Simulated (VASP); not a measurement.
Input of a VASP 6.6.1 run:

Contents of INCAR:

```
PREC     = Accurate       # precision mode
ENCUT    = 520            # plane-wave cutoff, eV
EDIFF    = 1E-7           # SCF threshold, eV
ISMEAR   = 0              # smearing method
SIGMA    = 0.1            # smearing width, eV
LREAL    = False          # projectors in reciprocal space
LASPH    = True           # aspherical terms in the spheres
NELM     = 100            # most SCF steps
ALGO     = Fast           # electronic algorithm
ISIF     = 2              # what is computed and relaxed
LWAVE    = False          # write WAVECAR
LCHARG   = False          # write CHGCAR
GGA      = PE             # functional
NBANDS   = 18             # bands
```

The input KPOINTS:

```
regular mesh
0
Gamma
  18 18 10
```

POSCAR

```
Cu
1.0
    2.5680196616      0.0000000000      0.0000000000
   -1.2840098308      2.2239702644      0.0000000000
    0.0000000000      0.0000000000      4.1935171676
Cu
2
Direct
    0.6666666667      0.3333333333      0.7500000000
    0.3333333333      0.6666666667      0.2500000000
```

Potentials or basis: VASP PAW PBE potentials, release 64 (Cu).

Command:

```bash
$ cat potpaw_PBE.64/Cu/POTCAR > POTCAR
$ mpirun -np 1 vasp_std > vasp.out
```

Problem. What does it give for the pressure?

Solution. 0.5 GPa.

Problem. Estimate the band gap on the k mesh.

Solution. Zero (band 11 reaches 11.43 eV, above the bottom of band 12 at 5.48 eV).
